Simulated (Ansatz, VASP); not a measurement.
**One calculation of PbS, two programs**

```
Pb S
1.0
     0.00000    2.90447    2.90447
     2.90447    0.00000    2.90447
     2.90447    2.90447    0.00000
Pb S
1 1
Direct
  0.00000 0.00000 0.00000
  0.50000 0.50000 0.50000
```

Change from the starting cell: volume scaled by 0.94, PAW files.

Alike in both runs: task electric field gradients; functional LDA; k mesh 7 × 7 × 7; occupations fermi-dirac, width 0.01 eV; no spin polarisation.

|  | VASP | Ansatz |
| --- | --- | --- |
| version | VASP 6.6.1 | Ansatz 0.2.0 |
| potentials or method | VASP PAW LDA potentials, release 64 (Pb_d, S) | PAW with Ansatz's default frozen-core files, scalar-relativistic |
| plane-wave cutoff (eV) | 520 | 420 |
| valence electrons in the cell | 20 | 20 |

```tsv
	VASP	Ansatz	Ansatz less VASP
pressure (GPa)	1.2	1.2	-0.07
```

LDA's correlation is that of Perdew and Zunger in VASP and of Perdew and Wang (1992) in Ansatz.

Neither program's run includes spin-orbit coupling.
